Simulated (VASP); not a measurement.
Input of a VASP 6.6.1 run:

Contents of INCAR:

```
SYSTEM = Ta3Cu
PREC = Accurate
ENCUT = 820
EDIFF = 1E-6
ISMEAR = -1
SIGMA = 0.05
LREAL = .False.
LASPH = .True.
NELM = 120
ALGO = Normal
ISIF = 2
LWAVE = .False.
LCHARG = .False.
GGA = CA
NBANDS = 37
GGA_COMPAT = .False.
```

Contents of KPOINTS:

```
regular mesh
0
Gamma
  9 9 9
  0 0 0
```

The input POSCAR:

```
Ta3Cu
1.0
   -1.9655463842      1.9655463842      4.1222648751
    1.9655463842     -1.9655463842      4.1222648751
    1.9655463842      1.9655463842     -4.1222648751
Ta Cu
3 1
Direct
    0.5000000000      0.5000000000      0.0000000000
    0.2500000000      0.7500000000      0.5000000000
    0.7500000000      0.2500000000      0.5000000000
    0.0000000000      0.0000000000      0.0000000000
```

Potentials or basis: VASP PAW LDA potentials, release 64 (Ta_sv_GW, Cu_sv_GW).

Run with:

```console
$ cat potpaw_LDA.64/Ta_sv_GW/POTCAR potpaw_LDA.64/Cu_sv_GW/POTCAR > POTCAR
$ mpirun -np 1 vasp_std > vasp.out
```

**Question.** Estimate the band gap on the k mesh.

**Answer.** Zero (bands 29 and 30 overlap by 1.50 eV).

**Question.** What does it give for the pressure?

**Answer.** 0.4 GPa.

Stress tensor (GPa, compression positive):
```
 0.78  0.00  0.00
 0.00  0.78  0.00
 0.00  0.00 -0.41
```

Caveat: spin-orbit coupling is left out, which moves the levels of the heavy elements.
